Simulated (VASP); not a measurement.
Write the native input for VASP 6.6.1 that does the following.

```
Task                   : single point
Functional             : PBE
Potentials or basis    : VASP PAW PBE potentials, release 64 (Pb_d, Te)
Cutoff                 : 520 eV
k mesh                 : 4 × 4 × 4
Occupations            : gaussian, width 0.01 eV
Spin                   : no spin polarisation
Dipole correction      : no
Further INCAR settings : ALGO = Normal; EDIFF = 1e-06; NBANDS = 17
```

The structure of TePb lies in POSCAR:

```
TePb
1.0
    0.0000000000      3.4312286796      3.2483639977
    3.4312286796      0.0000000000      3.2483639977
    3.4312286796      3.4312286796      0.0000000000
Pb Te
1 1
Direct
    0.0000000000      0.0000000000      0.0000000000
    0.5000000000      0.5000000000      0.5000000000
```

This cell differs from its parent crystal: epitaxial xy strain +5.0%.

The input as run:

INCAR

```
SYSTEM = TePb
PREC = Accurate
ENCUT = 520
EDIFF = 1E-6
ISMEAR = 0
SIGMA = 0.01
LREAL = .FALSE.
LASPH = .TRUE.
NELM = 100
ALGO = Normal
ISIF = 2
LWAVE = .FALSE.
LCHARG = .TRUE.
GGA = PE
LELF = .TRUE.
LVHAR = .TRUE.
NBANDS = 17
```

KPOINTS

```
regular mesh
0
G
  4 4 4
  0 0 0
```

Potentials or basis: VASP PAW PBE potentials, release 64 (Pb_d, Te).

Launch:

```sh
$ cat potpaw_PBE.64/Pb_d/POTCAR potpaw_PBE.64/Te/POTCAR > POTCAR
$ mpirun -np 1 vasp_std > vasp.out
```

Results of the run:

```
Pressure               : -2.2 GPa
Band gap on the k mesh : 0.83 eV, direct
```

Caveat: the cell differs from its parent crystal (epitaxial xy strain +5.0%); spin-orbit coupling is left out, which moves the levels of the heavy elements.

It took 12 s on 1 thread of Intel(R) Xeon(R) 6975P-C (Granite Rapids) (shared host), peak memory 0.21 GiB.
